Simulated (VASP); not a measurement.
Here is a VASP 6.6.1 calculation.

Contents of INCAR:

```
SYSTEM = Ba
PREC = Accurate
ENCUT = 520
EDIFF = 1E-6
ISMEAR = -1
SIGMA = 0.08
LREAL = .False.
LASPH = .True.
NELM = 80
ALGO = Normal
ISIF = 2
LWAVE = .False.
LCHARG = .False.
GGA = PS
IVDW = 12
NBANDS = 17
```

Contents of KPOINTS:

```
regular mesh
0
Gamma
  10 10 6
  0 0 0
```

The input POSCAR:

```
Ba
1.0
    4.2081452210      0.0000000000      0.0000000000
   -2.1040726105      3.6443606642      0.0000000000
    0.0000000000      0.0000000000      6.8155203253
Ba
2
Direct
    0.3333333333      0.6666666667      0.2500000000
    0.6666666667      0.3333333333      0.7500000000
```

Potentials or basis: VASP PAW PBE potentials, release 64 (Ba_sv).

Launch:

```sh
$ cat potpaw_PBE.64/Ba_sv/POTCAR > POTCAR
$ mpirun -np 1 vasp_std > vasp.out
```

(1) What does it give for the band gap on the k mesh?

(2) Estimate the pressure.

Answers

(1) zero (bands 10 and 11 overlap by 0.44 eV).

(2) 0.1 GPa.

Caveat: the PAW data sets were made with another functional, which shifts forces and pressure a little; spin-orbit coupling is left out, which moves the levels of the heavy elements.
